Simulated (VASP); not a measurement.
BP, 2 atoms in the cell. It takes space group F-43m (No. 216, cubic). The conventional cell has a = 4.538 Å, b = 4.538 Å, c = 4.538 Å, α = 90.00°, β = 90.00°, γ = 90.00°. B (site symmetry -43m) has 4 P at 1.97 Å within 2.6 Å. Within 2.6 Å of P (site symmetry -43m) lie 4 B at 1.97 Å. 

```yaml
Program: VASP 6.6.1
Task: G0W0 quasiparticle levels
Functional: PBE
Potentials_or_basis: VASP PAW PBE potentials, release 64 (B_GW, P_GW)
Cutoff: 500 eV
k_mesh: 2 × 2 × 2
Occupations: gaussian, width 0.01 eV
Spin: no spin polarisation
Dipole_correction: no
GW_scheme: G0W0
GW_iterations: 1
Cutoff_of_the_response_function: 180
Frequency_points: 48
Empty_bands: 231
Further_INCAR_settings: ALGO = EVGW0; EDIFF = 1e-08; NBANDS = 235
```

Potentials or basis: VASP PAW PBE potentials, release 64 (B_GW, P_GW).

The run is started by

```console
$ cat potpaw_PBE.64/B_GW/POTCAR potpaw_PBE.64/P_GW/POTCAR > POTCAR
$ cp INCAR.step1 INCAR
$ mpirun -np 1 vasp_std > vasp.out
$ cp INCAR.step2 INCAR
$ mpirun -np 1 vasp_std > vasp.out
$ cp INCAR.step3 INCAR
$ mpirun -np 1 vasp_std > vasp.out
```

Hardware: 1 thread of Intel Xeon 6975P-C (shared host).

**Question.** How long does it take, and how much memory?

**Answer.** Run time: 11 s on 1 thread of Intel Xeon 6975P-C (shared host), peak memory 0.18 GiB. Counts: k points 3.
